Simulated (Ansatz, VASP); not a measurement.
# Two plane-wave programs on Li2ZrO2

```
Li Zr O
1.0
     3.28537    0.00000    0.00000
    -1.64268    2.84521    0.00000
     0.00000    0.00000   18.37781
Li Zr O
4 2 4
Direct
  0.00000 0.00000 0.61788
  0.00000 0.00000 0.38212
  0.00000 0.00000 0.11788
  0.00000 0.00000 0.88212
  0.66667 0.33333 0.75000
  0.33333 0.66667 0.25000
  0.66667 0.33333 0.85842
  0.33333 0.66667 0.14158
  0.33333 0.66667 0.35842
  0.66667 0.33333 0.64158
```

Change from the starting cell: species swapped into the La2Rh2I type (P6_3/mmc, No. 194).

Alike in both runs: functional PBE; k mesh 12 × 12 × 4; occupations gaussian, width 0.1 eV; no spin polarisation.

Ansatz relaxed the structure, and its values are those at the end. VASP's run is a single point on that final structure, the one shown.

```csv
,VASP,Ansatz
version,VASP 6.6.1,Ansatz 0.2.0
potentials or method,"VASP PAW PBE potentials, release 64 (Li_sv, Zr_sv, O), cutoff 520 eV","scalar-relativistic, plane waves, PAW"
valence electrons in the cell,60,60
```

VASP gave:

| Property | Result |
| --- | --- |
| gap on the k mesh at the Fermi level (eV) | none |
| rms of the force components (eV/Å) | 0.017 |

Q: What did Ansatz give for the same quantities?

A: gap on the k mesh at the Fermi level (eV): none; rms of the force components (eV/Å): 0.000.

A gap of «none» marks a metal or a gap that the smearing closes. The functional is the same, so the differences come from potentials, cutoffs and numerics.

Noted on VASP's run: the cutoff is under 1.25 times that of the potentials, so the pressure is a little rough.
